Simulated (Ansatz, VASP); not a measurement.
**One calculation of Li3Be2NbP4, two programs**

```
Li Be Nb P
1.0
     3.66922    0.00000    0.00000
     0.00000    3.66922    0.00000
     0.00000    0.00000   10.98200
Li Be Nb P
3 2 1 4
Direct
  0.00000 0.00000 0.50000
  0.00000 0.00000 0.00000
  0.50000 0.50000 0.50000
  0.50000 0.00000 0.67595
  0.00000 0.50000 0.32405
  0.50000 0.50000 0.00000
  0.00000 0.50000 0.85766
  0.50000 0.00000 0.34630
  0.50000 0.00000 0.14234
  0.00000 0.50000 0.65370
```

Change from the starting cell: species swapped into the Tl2FeCu3Te4 type (P-4m2, No. 115).

Alike in both runs: functional PBE; k mesh 6 × 6 × 2; occupations gaussian, width 0.1 eV; no spin polarisation.

Ansatz relaxed the structure, and its values are those at the end. VASP's run is a single point on that final structure, the one shown.

|  | VASP | Ansatz |
| --- | --- | --- |
| version | VASP 6.6.1 | Ansatz 0.2.0 |
| potentials or method | VASP PAW PBE potentials, release 64 (Li_sv, Be, Nb_sv, P), cutoff 520 eV | scalar-relativistic, plane waves, PAW |
| valence electrons in the cell | 46 | 46 |

Ansatz gave:

```
gap on the k mesh at the Fermi level (eV) : none
rms of the force components (eV/Å)        : 0.001
```

Q: What did VASP give for the same quantities?

A: gap on the k mesh at the Fermi level (eV): none; rms of the force components (eV/Å): 0.012.

A gap of «none» marks a metal or a gap that the smearing closes. The functional is the same, so the differences come from potentials, cutoffs and numerics.

Noted on VASP's run: the cutoff is under 1.25 times that of the potentials, so the pressure is a little rough.
